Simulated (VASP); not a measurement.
Runs of VASP 6.6.1 on SrO. The structure is that of space group Fm-3m (No. 225), or close to it. The cells are those of the table. 

```tsv
cell	gap on the mesh (eV)	pressure (GPa)
a = 3.664 Å, angles 60.0°, 2 atoms	3.28	1.2
a = 3.755 Å, angles 60.0°, 2 atoms	(a)	-4.5
a = 3.650, b = 3.650, c = 3.577 Å, angles 59.3, 59.3, 60.0°, 2 atoms	3.21	(b)
a = 3.673 Å, angles 60.0°, 2 atoms	3.28	0.5
a = 3.497, b = 3.509, c = 3.518 Å, angles 59.7, 59.9, 60.2°, 2 atoms	3.15	(c)
```

Alike in all rows: task single point; level PBE; potentials or basis VASP PAW PBE potentials, release 64 (Sr_sv, O); no spin polarisation; k mesh 8 × 8 × 8; cutoff (eV) 520; smearing gaussian 0.02 eV.

Question: Fill in the values left out.

Answer: (a) 3.30; (b) 5.3; (c) 17.3.

A k mesh can miss the band edges, and the runs leave out spin-orbit coupling on Sr.
